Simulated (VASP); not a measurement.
Here is a VASP 6.6.1 calculation.

The input INCAR:

```
SYSTEM = KMgF3
PREC = Accurate
ENCUT = 520
EDIFF = 1E-7
ISMEAR = 0
SIGMA = 0.05
LREAL = .FALSE.
LASPH = .TRUE.
NELM = 100
ALGO = Normal
ISIF = 2
LWAVE = .FALSE.
LCHARG = .FALSE.
GGA = PS
NBANDS = 24
```

The input KPOINTS:

```
Automatic mesh
0
G
  6 6 6
  0 0 0
```

File POSCAR:

```
KMgF3
1.0
    4.1453360000      0.0000000000      0.0000000000
    0.0000000000      4.1453360000      0.0000000000
    0.0000000000      0.0000000000      4.3047720000
K Mg F
1 1 3
Direct
    0.5000000000      0.5000000000      0.5000000000
    0.0000000000      0.0000000000      0.0000000000
    0.5000000000      0.0000000000      0.0000000000
    0.0000000000      0.5000000000      0.0000000000
    0.0000000000      0.0000000000      0.5000000000
```

Potentials or basis: VASP PAW PBE potentials, release 64 (K_sv, Mg, F).

Run with:

```console
$ cat potpaw_PBE.64/K_sv/POTCAR potpaw_PBE.64/Mg/POTCAR potpaw_PBE.64/F/POTCAR > POTCAR
$ mpirun -np 1 vasp_std > vasp.out
```

Task: What does it give for the band gap on the k mesh?

Result: 6.07 eV (least direct gap 6.38 eV).

Task: What does it give for the pressure?

Result: -8.1 GPa.

Stress tensor (GPa, compression positive):
```
-7.57  0.00  0.00
 0.00 -7.57  0.00
 0.00  0.00 -9.13
```

Caveat: the cell differs from its parent crystal (strain +0.040 along x and y, +0.080 along z); the cell stands under tension; the PAW data sets were made with another functional, which shifts forces and pressure a little. A k mesh can miss the band edges.
